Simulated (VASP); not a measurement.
# BaTe (P6_3/mmc) in VASP: single point with PBE

Aim: the single point of BaTe with PBE.

Program: VASP 6.6.1. These are calculated values, not measurements. Logs are shortened: lines on timing, memory, paths and dates and some standing lists are left out, and cuts for length are marked.

## 1. The cell of the first run

Symmetry: P6_3/mmc, No. 194, hexagonal system. The conventional cell has a = 5.972 Å, b = 5.972 Å, c = 7.004 Å, α = 90.00°, β = 90.00°, γ = 120.00°. Within 4.5 Å of Ba (site symmetry -6m2) lie 5 Te at 3.45 to 3.50 Å. Within 4.5 Å of Te (site symmetry -6m2) lie 5 Ba at 3.45 to 3.50 Å.

## 2. Single point, PBE

INCAR reads:

```
  PREC = Accurate
  ENCUT = 520
  EDIFF = 1E-6
  ISMEAR = 0
  SIGMA = 0.01
  LREAL = False
  LASPH = True
  NELM = 80
  ALGO = Normal
  ISIF = 2
  LWAVE = False
  LCHARG = False
  GGA = PE
  NBANDS = 24
```

KPOINTS reads:

```
Automatic mesh
0
Gamma
  6 6 2
```

POSCAR reads:

```
BaTe
1.0
    5.9721826746      0.0000000000      0.0000000000
   -2.9860913373      5.1720619122      0.0000000000
    0.0000000000      0.0000000000      7.0036858605
Ba Te
2 2
Direct
    0.3333333333      0.6666666667     -0.0625000000
    0.6666666667      0.3333333333      0.4375000000
    0.3333333333      0.6666666667      0.4375000000
    0.6666666667      0.3333333333      0.9375000000
```

Potentials or basis: VASP PAW PBE potentials, release 64 (Ba_sv, Te).

Launch:

```console
cat potpaw_PBE.64/Ba_sv/POTCAR potpaw_PBE.64/Te/POTCAR > POTCAR
mpirun -np 1 vasp_std > vasp.out
```

OUTCAR:

```text
PREC = Accurate
   ENCUT = 520
   EDIFF = 1E-6
   ISMEAR = 0
   LREAL = False
   LASPH = True
   NELM = 80
   ISIF = 2
   GGA = PE

 ion  position               nearest neighbor table
   1  0.333  0.667  0.938-   4 3.45   4 3.45   4 3.45   3 3.50   3 3.50
   2  0.667  0.333  0.438-   3 3.45   3 3.45   3 3.45   4 3.50   4 3.50
   3  0.333  0.667  0.438-   2 3.45   2 3.45   2 3.45   1 3.50   1 3.50
   4  0.667  0.333  0.938-   1 3.45   1 3.45   1 3.45   2 3.50   2 3.50

  LATTYP: Found a hexagonal cell.
 ALAT       =     5.9721826746
 C/A-ratio  =     1.1727179562

  Lattice vectors:

 A1 = (   5.9721826746,   0.0000000000,   0.0000000000)
 A2 = (  -2.9860913373,   5.1720619122,   0.0000000000)
 A3 = (   0.0000000000,   0.0000000000,   7.0036858605)

Analysis of symmetry for initial positions (statically):
=====================================================================
 Subroutine PRICEL returns:
 Original cell was already a primitive cell.

 Routine SETGRP: Setting up the symmetry group for a
 hexagonal supercell.

 Subroutine GETGRP returns: Found 24 space group operations
 (whereof  6 operations were pure point group operations)
 out of a pool of 24 trial point group operations.

The static configuration has the point symmetry C_3v.
 The point group associated with its full space group is D_6h.

Analysis of symmetry for dynamics (positions and initial velocities):
=====================================================================
 Subroutine PRICEL returns:
 Original cell was already a primitive cell.

 Routine SETGRP: Setting up the symmetry group for a
 hexagonal supercell.

 Subroutine GETGRP returns: Found 24 space group operations
 (whereof  6 operations were pure point group operations)
 out of a pool of 24 trial point group operations.

The dynamic configuration has the point symmetry C_3v.
 The point group associated with its full space group is D_6h.

 Subroutine INISYM returns: Found 24 space group operations
 (whereof  6 operations are pure point group operations),
 and found     1 'primitive' translations

----------------------------------------------------------------------------------------

                                     Primitive cell

  volume of cell :     216.3333

  direct lattice vectors                    reciprocal lattice vectors
     5.972182675  0.000000000  0.000000000     0.167442969  0.096673243  0.000000000
    -2.986091337  5.172061912  0.000000000     0.000000000  0.193346487  0.000000000
     0.000000000  0.000000000  7.003685861     0.000000000  0.000000000  0.142781961

  length of vectors
     5.972182675  5.972182675  7.003685861     0.193346487  0.193346487  0.142781961

  position of ions in fractional coordinates (direct lattice)
     0.333333333  0.666666667  0.937500000
     0.666666667  0.333333333  0.437500000
     0.333333333  0.666666667  0.437500000
     0.666666667  0.333333333  0.937500000

  ion indices of the primitive-cell ions
   primitive index   ion index
                 1           1
                 2           2
                 3           3
                 4           4

----------------------------------------------------------------------------------------

 KPOINTS: Automatic mesh

Automatic generation of k-mesh.
 Grid dimensions read from file:
 generate k-points for:    6    6    2

 Generating k-lattice:

  Cartesian coordinates                     Fractional coordinates (reciprocal lattice)
     0.027907162  0.016112207  0.000000000     0.166666667  0.000000000  0.000000000
     0.000000000  0.032224414  0.000000000     0.000000000  0.166666667  0.000000000
     0.000000000  0.000000000  0.071390980     0.000000000  0.000000000  0.500000000

  Length of vectors
     0.032224414  0.032224414  0.071390980

  Shift w.r.t. Gamma in fractional coordinates (k-lattice)
     0.000000000  0.000000000  0.000000000

 Subroutine IBZKPT returns following result:
 ===========================================

 Found     14 irreducible k-points:

 Following reciprocal coordinates:
            Coordinates               Weight
  0.000000  0.000000  0.000000      1.000000
  0.166667  0.000000  0.000000      6.000000
  0.333333  0.000000  0.000000      6.000000
  0.500000 -0.000000  0.000000      3.000000
  0.166667  0.166667  0.000000      6.000000
  0.333333  0.166667  0.000000     12.000000
  0.333333  0.333333  0.000000      2.000000
  0.000000  0.000000  0.500000      1.000000
  0.166667  0.000000  0.500000      6.000000
  0.333333  0.000000  0.500000      6.000000
  0.500000 -0.000000  0.500000      3.000000
  0.166667  0.166667  0.500000      6.000000
  0.333333  0.166667  0.500000     12.000000
  0.333333  0.333333  0.500000      2.000000
   k-points           NKPTS =     14   k-points in BZ     NKDIM =     14   number of bands    NBANDS=     24
   number of dos      NEDOS =    301   number of ions     NIONS =      4
   total plane-waves  NPLWV = 124416
   dimension x,y,z NGX =    48 NGY =   48 NGZ =   54
   dimension x,y,z NGXF=    96 NGYF=   96 NGZF=  108
   ions per type =               2   2
   NGX,Y,Z   is equivalent  to a cutoff of  13.36, 13.36, 12.82 a.u.
   NGXF,Y,Z  is equivalent  to a cutoff of  26.72, 26.72, 25.64 a.u.
 SYSTEM =  unknown system
   PREC   = accura    normal or accurate (medium, high low for compatibility)
   ISTART =      0    job   : 0-new  1-cont  2-samecut
   ICHARG =      2    charge: 1-file 2-atom 10-const
   ISPIN  =      1    spin polarized calculation?
   LNONCOLLINEAR =      F non collinear calculations
   LSORBIT =      F    spin-orbit coupling
   LASPH  =      T    aspherical Exc in radial PAW
   ENCUT  =  520.0 eV  38.22 Ry    6.18 a.u.  11.10 11.10 13.02*2*pi/ulx,y,z
   NELM   =     80;   NELMIN=  2; NELMDL= -5     # of ELM steps
   EDIFF  = 0.1E-05   stopping-criterion for ELM
   LREAL  =      F    real-space projection
[... 7 lines left out ...]
   TEBEG  =    0.0;   TEEND  =   0.0 temperature during run
   PSTRESS=    0.0 pullay stress
   NELECT =      32.0000    total number of electrons
   NUPDOWN=      -1.0000    fix difference up-down
   EMIN   =  10.00;   EMAX   =-10.00  energy-range for DOS
   EFERMI =   0.00;   METHOD = LEGACY
   ISMEAR =     0;   SIGMA  =   0.01  broadening in eV -4-tet -1-fermi 0-gaus
   EFERMI_NEDOS =   21; number of points for ismear=-14 and -15
   IALGO  =     38    algorithm
   IMIX   =      4    mixing-type and parameters
     AMIX     =   0.40;   BMIX     =  1.00
     AMIX_MAG =   1.60;   BMIX_MAG =  1.00
  volume/ion in A,a.u.               =      54.08       364.97
  Fermi-wavevector in a.u.,A,eV,Ry     =   0.865799  1.636123 10.199031  0.749608
  Thomas-Fermi vector in A             =   1.984095
   LORBIT       =      0    0 simple, 1 ext, 2 COOP (PROOUT), +10 PAW based schemes
   GGA     = PE    functional components
   LHFCALC =     F    Hartree Fock is set to
   AEXX    =    0.0000 exact exchange contribution
   IVDW    =     0    specifies the selected vdW correction
   LEPSILON=     F    determine dielectric tensor
   LRPA    =     F    only Hartree local field effects (RPA)
 non-spin polarized calculation
 Gauss-broadening in eV      SIGMA  =   0.01
  energy-cutoff  :      520.00
  volume of cell :      216.33
 maximum number of plane-waves:      5870
 NGX is ok and might be reduce to    48
   NGX = 23   NGY = 23   NGZ = 27

 number of electron      32.0000000 magnetization

 Free energy of the ion-electron system (eV)
  ---------------------------------------------------
  ext. energy  EPLUGINS =         0.00000000
  ---------------------------------------------------
  free energy    TOTEN  =       -16.69743040 eV

  energy without entropy =      -16.69743040  energy(sigma->0) =      -16.69743040

 E-fermi :   1.1193     XC(G=0):  -7.0810

 val. band max:        1.0227891340   @ k =   0.0000   0.0000   0.0000
 cond. band min:       2.8995742073   @ k =   0.3333   0.3333   0.0000
 fundamental gap:      1.8767850733
 Fermi energy:         1.1193005449

 k-point     1 :       0.0000    0.0000    0.0000
  band No.  band energies     occupation
      1     -26.2628      2.00000
      2     -26.2486      2.00000
      3     -11.5596      2.00000
      4     -11.5124      2.00000
      5     -11.5124      2.00000
      6     -11.4472      2.00000
[... 16 lines left out ...]
     23       5.5252      0.00000
     24       6.3348      0.00000

 k-point     2 :       0.1667    0.0000    0.0000
  band No.  band energies     occupation
      1     -26.2618      2.00000
      2     -26.2492      2.00000
      3     -11.5492      2.00000
      4     -11.5369      2.00000
      5     -11.5178      2.00000
      6     -11.4784      2.00000
[... 16 lines left out ...]
     23       5.7397      0.00000
     24       5.7513      0.00000

 k-point     3 :       0.3333    0.0000    0.0000
  band No.  band energies     occupation
      1     -26.2591      2.00000
      2     -26.2509      2.00000
      3     -11.5840      2.00000
      4     -11.5382      2.00000
      5     -11.5281      2.00000
      6     -11.5228      2.00000
[... 16 lines left out ...]
     23       5.4387      0.00000
     24       5.6848      0.00000

 k-point     4 :       0.5000   -0.0000    0.0000
  band No.  band energies     occupation
      1     -26.2572      2.00000
      2     -26.2524      2.00000
      3     -11.6067      2.00000
      4     -11.5668      2.00000
      5     -11.5330      2.00000
      6     -11.5020      2.00000
[... 16 lines left out ...]
     23       5.6141      0.00000
     24       5.8353      0.00000

 k-point     5 :       0.1667    0.1667    0.0000
  band No.  band energies     occupation
      1     -26.2599      2.00000
      2     -26.2504      2.00000
      3     -11.5684      2.00000
      4     -11.5349      2.00000
      5     -11.5305      2.00000
      6     -11.5172      2.00000
[... 181 lines left out ...]
 k-point    12 :       0.1667    0.1667    0.5000
  band No.  band energies     occupation
      1     -26.2551      2.00000
      2     -26.2551      2.00000
      3     -11.6480      2.00000
      4     -11.6480      2.00000
      5     -11.4881      2.00000
      6     -11.4881      2.00000
[... 16 lines left out ...]
     23       5.5457      0.00000
     24       5.5457      0.00000

 k-point    13 :       0.3333    0.1667    0.5000
  band No.  band energies     occupation
      1     -26.2548      2.00000
      2     -26.2548      2.00000
      3     -11.6927      2.00000
      4     -11.6927      2.00000
      5     -11.4950      2.00000
      6     -11.4950      2.00000
[... 16 lines left out ...]
     23       5.7260      0.00000
     24       5.7260      0.00000

 k-point    14 :       0.3333    0.3333    0.5000
  band No.  band energies     occupation
      1     -26.2546      2.00000
      2     -26.2546      2.00000
      3     -11.7043      2.00000
      4     -11.7043      2.00000
      5     -11.5010      2.00000
      6     -11.5010      2.00000
[... 16 lines left out ...]
     23       5.8903      0.00000
     24       5.8903      0.00000

------------------------ aborting loop because EDIFF is reached ----------------------------------------

  FORCE on cell =-STRESS in cart. coord.  units (eV):
  Direction    XX          YY          ZZ          XY          YZ          ZX
  --------------------------------------------------------------------------------------
  -------------------------------------------------------------------------------------
  Total        0.2274393      0.2274393      1.0682085      0.0000000      0.0000000      0.0000000
  in kB        1.6844288      1.6844288      7.9112142      0.0000000      0.0000000      0.0000000
  external PRESSURE =       3.7600240 kB  Pullay stress =       0.0000000 kB

 VOLUME and BASIS-vectors are now :
 -----------------------------------------------------------------------------
  energy-cutoff  :      520.00
  volume of cell :      216.33
      direct lattice vectors                 reciprocal lattice vectors
     5.972182675  0.000000000  0.000000000     0.167442969  0.096673243  0.000000000
    -2.986091337  5.172061912  0.000000000     0.000000000  0.193346487  0.000000000
     0.000000000  0.000000000  7.003685861     0.000000000  0.000000000  0.142781961

 POSITION                                       TOTAL-FORCE (eV/Angst)
 -----------------------------------------------------------------------------------
     -0.00000      3.44804      6.56596        -0.000000      0.000000     -0.000000
      2.98609      1.72402      3.06411         0.000000     -0.000000     -0.000000
     -0.00000      3.44804      3.06411        -0.000000      0.000000      0.000000
      2.98609      1.72402      6.56596         0.000000      0.000000      0.000000
 -----------------------------------------------------------------------------------
    total drift:                               -0.000000      0.000000      0.000001

  FREE ENERGIE OF THE ION-ELECTRON SYSTEM (eV)
  ---------------------------------------------------
  free  energy   TOTEN  =       -16.6974304028 eV

  energy  without entropy=      -16.6974304028  energy(sigma->0) =      -16.69743040
```

Run time: 1.7 min. Hardware: 1 thread of Intel Xeon 8259CL, shared host; peak memory 0.37 GiB.

Results:

* Free energy: -16.6974 eV
* Pressure: 0.4 GPa
* Band gap on the k mesh: 1.88 eV (least direct gap 2.16 eV)

Caveat: the k points lie up to 0.45 Å⁻¹ apart; spin-orbit coupling is left out, which moves the levels of the heavy elements.
